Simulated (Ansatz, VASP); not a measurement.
This is a calculation of Hf for Ansatz 0.2.0.

File input.yaml:

```yaml
crystal:
  lattice:
    - [3.1967, 0.0, 0.0]
    - [-1.59835, 2.7684234083, 0.0]
    - [0.0, 0.0, 5.0578]
  atoms:
    - { symbol: Hf, position: [0.6666666667, 0.3333333333, 0.75] }
    - { symbol: Hf, position: [0.3333333333, 0.6666666667, 0.25] }
kpoints:
  mp_grid: { grid: [10, 10, 5] }
scf:
  occupations: { method: methfessel_paxton, width: 0.1 }
hamiltonian:
  xc: pbe
  dispersion: d4
  pseudopotentials: { kind: all_electron, lapw: { basis_error: 0.001 } }
output:
  forces: true
  stress: true
  eigenvalues: true
```

Potentials or basis: all-electron LAPW, scalar-relativistic.

Launch:

```console
$ ansatz run input.yaml --threads 1 --pin off --max-ram 3072MiB --backend cpu --events-out ev --progress --plain --runs-dir out
```

Translate it to VASP 6.6.1. Potentials there: VASP PAW PBE potentials, release 64 (Hf_pv).

As run (the cutoff follows the program's own potentials):

File INCAR:

```
PREC = Accurate
ENCUT = 520
EDIFF = 1E-7
ISMEAR = 1
SIGMA = 0.1
LREAL = F
LASPH = T
NELM = 80
ALGO = Fast
ISIF = 2
LWAVE = F
LCHARG = T
GGA = PE
IVDW = 13
LELF = T
LVHAR = T
NBANDS = 17
```

The input KPOINTS:

```
regular mesh
0
Gamma
  10 10 5
```

The input POSCAR:

```
Hf
1.0
    3.1967000000      0.0000000000      0.0000000000
   -1.5983500000      2.7684234083      0.0000000000
    0.0000000000      0.0000000000      5.0578000000
Hf
2
Direct
    0.6666666667      0.3333333333      0.7500000000
    0.3333333333      0.6666666667      0.2500000000
```

Potentials or basis: VASP PAW PBE potentials, release 64 (Hf_pv).

Launch:

```console
$ cat potpaw_PBE.64/Hf_pv/POTCAR > POTCAR
$ mpirun -np 1 vasp_std > vasp.out
```

Both were run:

|  | VASP | Ansatz | Ansatz less VASP |
| --- | --- | --- | --- |
| gap on the k mesh at the Fermi level (eV) | none | none | - |
| pressure (GPa) | -1.4 | -1.0 | +0.46 |
| traceless stress, the component that is largest in VASP (GPa) | -0.37 | -0.31 | +0.062 |

A gap of «none» marks a metal or a gap that the smearing closes. Ansatz ran all-electron here, and VASP with PAW potentials.

Spin-orbit coupling is off throughout.
